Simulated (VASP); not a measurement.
Write the native input for VASP 6.6.1 that does the following.

```yaml
Task: single point
Functional: PBEsol
Potentials_or_basis: VASP PAW PBE potentials, release 64 (P, Pt, Pm)
Cutoff: 520 eV
k_mesh: 8 × 8 × 8
Occupations: gaussian, width 0.05 eV
Spin: collinear spin, ferromagnetic start
Starting_moments: "[0.0, 0.0, 4.0] μB"
Dipole_correction: no
Further_INCAR_settings: ALGO = Normal; EDIFF = 1e-07; NBANDS = 26
```

The structure of PmPPt lies in POSCAR:

```
PmPPt
1.0
    4.1207649845      0.0000000000      0.0000000000
   -2.0603824922      3.5686871596      0.0000000000
    0.0000000000      0.0000000000      4.0075587646
P Pt Pm
1 1 1
Direct
    0.6666666667      0.3333333333      0.5000000000
    0.3333333333      0.6666666667      0.5000000000
    0.0000000000      0.0000000000      0.0000000000
```

The input as run:

INCAR

```
PREC = Accurate
ENCUT = 520
EDIFF = 1E-7
ISMEAR = 0
SIGMA = 0.05
LREAL = False
LASPH = True
NELM = 150
ALGO = Normal
ISIF = 2
LWAVE = False
LCHARG = True
ISPIN = 2
MAGMOM = 0 0 4
LORBIT = 11
LMAXMIX = 6
GGA = PS
LELF = True
LVHAR = True
NBANDS = 26
```

KPOINTS

```
Automatic mesh
0
Gamma
  8 8 8
```

Potentials or basis: VASP PAW PBE potentials, release 64 (P, Pt, Pm).

The run is started by

```sh
$ cat potpaw_PBE.64/P/POTCAR potpaw_PBE.64/Pt/POTCAR potpaw_PBE.64/Pm/POTCAR > POTCAR
$ mpirun -np 1 vasp_std > vasp.out
```

Results of the run:

The pressure is -0.1 GPa. The net moment is 4.29 μB per cell. The site moments are P -0.06; Pt -0.09; Pm +4.24 μB. The valence electrons inside the program's atomic spheres are P 2.45; Pt 9.58; Pm 12.34.

Caveat: the magnetic or orbital state may not be the lowest; the PAW data sets were made with another functional, which shifts forces and pressure a little.

Run time: 5.9 min on 1 thread of Oxide Virtual Turin-like Processor (shared host), peak memory 0.27 GiB.
